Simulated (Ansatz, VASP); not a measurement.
Mn: VASP beside Ansatz

```xyz
1
Lattice="-1.4051 1.4051 1.4051 1.4051 -1.4051 1.4051 1.4051 1.4051 -1.4051" Properties=species:S:1:pos:R:3 pbc="T T T"
Mn    0.0000    0.0000    0.0000
```

Alike in both runs: functional revPBE; k mesh 15 × 15 × 15; occupations fermi-dirac, width 0.05 eV; collinear spin.

Ansatz relaxed the structure, and its values are those at the end. VASP's run is a single point on that final structure, the one shown.

```csv
,VASP,Ansatz
version,VASP 6.6.1,Ansatz 0.2.0
potentials or method,"VASP PAW PBE potentials, release 64 (Mn_pv), cutoff 500 eV","plane waves (420 eV) with PAW, scalar-relativistic"
valence electrons in the cell,13,15
```

|  | VASP | Ansatz | Ansatz less VASP |
| --- | --- | --- | --- |
| pressure (GPa) | -0.8 | 0.0 | +0.88 |
| net moment per atom (μB) | 0.85 | 0.84 | -0.005 |
| size of the moment on the site where the two differ most (μB) | 0.85 | 0.84 | -0.007 |

VASP's potentials were made for PBE, not for revPBE. Site moments also hang on the region over which each program counts them. VASP's potentials hold 13 valence electrons a cell and Ansatz's 15, so a difference there can come from the potentials and not from the codes.
